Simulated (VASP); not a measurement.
Here is a VASP 6.6.1 calculation.

Contents of POSCAR:

```
SnSe2
1.0
    3.8405676479      0.0000000000      0.0000000000
   -1.9202838240      3.3260291481      0.0000000000
    0.0000000000      0.0000000000      6.5233023644
Sn Se
1 2
Direct
    0.0000000000      0.0000000000      0.0000000000
    0.3455920608      0.6911841216      0.2501450369
    0.6789253942      0.3578507883      0.7676010875
```

INCAR.step1

```
SYSTEM = SnSe2
PREC     = Accurate       ! precision mode
ENCUT    = 520            ! plane-wave cutoff, eV
ISMEAR   = 0              ! smearing method
SIGMA    = 0.05           ! smearing width, eV
LREAL    = .False.        ! projectors in reciprocal space
LASPH    = .True.         ! aspherical terms in the spheres
NELM     = 100            ! most SCF steps
NBANDS   = 20             ! bands
GGA      = PE             ! functional
ALGO     = Normal         ! electronic algorithm
EDIFF    = 1E-4           ! SCF threshold, eV
LWAVE    = .True.         ! write WAVECAR
LCHARG   = .False.        ! write CHGCAR
```

File INCAR.step2:

```
SYSTEM = SnSe2
PREC     = Accurate       ! precision mode
ENCUT    = 520            ! plane-wave cutoff, eV
EDIFF    = 1E-7           ! SCF threshold, eV
ISMEAR   = 0              ! smearing method
SIGMA    = 0.05           ! smearing width, eV
LREAL    = .False.        ! projectors in reciprocal space
LASPH    = .True.         ! aspherical terms in the spheres
NELM     = 100            ! most SCF steps
ALGO     = Normal         ! electronic algorithm
ISIF     = 2              ! what is computed and relaxed
LWAVE    = .False.        ! write WAVECAR
LCHARG   = .True.         ! write CHGCAR
METAGGA  = R2SCAN         ! meta-GGA
LMIXTAU  = .True.       
LELF     = .True.         ! ELF
LVHAR    = .True.       
NBANDS   = 20             ! bands
ISTART   = 1
```

Contents of KPOINTS:

```
regular mesh
0
Gamma
  12 12 4
  0 0 0
```

Potentials or basis: VASP PAW PBE potentials, release 64 (Sn_d, Se).

Command:

```console
$ cat potpaw_PBE.64/Sn_d/POTCAR potpaw_PBE.64/Se/POTCAR > POTCAR
$ cp INCAR.step1 INCAR
$ mpirun -np 1 vasp_std > vasp.out
$ cp INCAR.step2 INCAR
$ mpirun -np 1 vasp_std > vasp.out
```

Q: Estimate the largest force.

A: 1.026 eV/Å.

Q: What does it give for the band gap on the k mesh?

A: 0.94 eV (least direct gap 1.41 eV).

Stress tensor (GPa, compression positive):
```
0.01 0.00 0.00
0.00 0.61 0.43
0.00 0.43 0.22
```

Caveat: the cell differs from its parent crystal (all Se atoms moved -0.100 Å, as atom 2 towards its neighbour atom 1 (Sn) at 2.719 Å); the PAW data sets were made with another functional, which shifts forces and pressure a little; spin-orbit coupling is left out, which moves the levels of the heavy elements. A k mesh can miss the band edges.
